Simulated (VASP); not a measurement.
Here is a VASP 6.6.1 calculation.

INCAR

```
SYSTEM = LiBe
  PREC = Accurate
  ENCUT = 750
  EDIFF = 1E-6
  ISMEAR = 0
  SIGMA = 0.01
  LREAL = .FALSE.
  LASPH = .TRUE.
  NELM = 120
  ALGO = Normal
  ISIF = 2
  LWAVE = .FALSE.
  LCHARG = .FALSE.
  GGA = PE
  NBANDS = 10
  GGA_COMPAT = .FALSE.
```

File KPOINTS:

```
regular mesh
0
G
  8 8 8
  0 0 0
```

POSCAR

```
LiBe
1.0
    2.8111530000      0.0000000000      0.0000000000
    0.0000000000      2.8111530000      0.0000000000
    0.0000000000      0.0000000000      2.8111530000
Be Li
1 1
Direct
    0.5000000000      0.5000000000      0.5000000000
    0.0000000000      0.0000000000      0.0000000000
```

Potentials or basis: VASP PAW PBE potentials, release 64 (Be, Li_sv).

The run is started by

```bash
$ cat potpaw_PBE.64/Be/POTCAR potpaw_PBE.64/Li_sv/POTCAR > POTCAR
$ mpirun -np 1 vasp_std > vasp.out
```

(1) Estimate the band gap on the k mesh.

(2) What does it give for the pressure?

Answers

(1) zero (an odd number of electrons rules out a gap without spin polarisation).

(2) 0.2 GPa.
